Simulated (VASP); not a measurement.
# BP: single point with PBE

The system is BP.

```
B P
1.0
     0.00000    2.26832    2.26832
     2.26832    0.00000    2.26832
     2.26832    2.26832    0.00000
B P
1 1
Direct
  0.00000 0.00000 0.00000
  0.25000 0.25000 0.25000
```

| Property | Result |
| --- | --- |
| Program | VASP 6.6.1 |
| Task | single point |
| Functional | PBE |
| Potentials or basis | VASP PAW PBE potentials, release 64 (B, P) |
| Cutoff | 520 eV |
| k mesh | 6 × 6 × 6 |
| Occupations | gaussian, width 0.01 eV |
| Spin | no spin polarisation |
| Dipole correction | no |
| Further INCAR settings | ALGO = Normal; EDIFF = 1e-06; NBANDS = 11 |

The pressure is 1.2 GPa. The band gap on the k mesh is 1.33 eV, indirect (least direct gap 3.40 eV).

Levels at points of the mesh, in eV from the valence-band top:
```csv
k point,band 1,band 2,band 3,band 4,band 5,band 6,band 7,band 8
"(0.00, 0.00, 0.00)",-15.47,0.00,0.00,0.00,3.40,3.40,3.40,7.39
"(0.50, 0.00, 0.00)",-12.14,-9.04,-1.76,-1.76,3.79,4.71,4.71,10.13
"(0.50, 0.50, 0.00)",-10.61,-8.59,-4.12,-4.12,1.33,1.66,12.13,12.13
```

It took 2.3 s on 1 thread of Intel(R) Xeon(R) 6975P-C (Granite Rapids) (shared host), peak memory 0.12 GiB.

A k mesh can miss the band edges. PBE gaps usually lie below the measured ones, often by a third to a half.
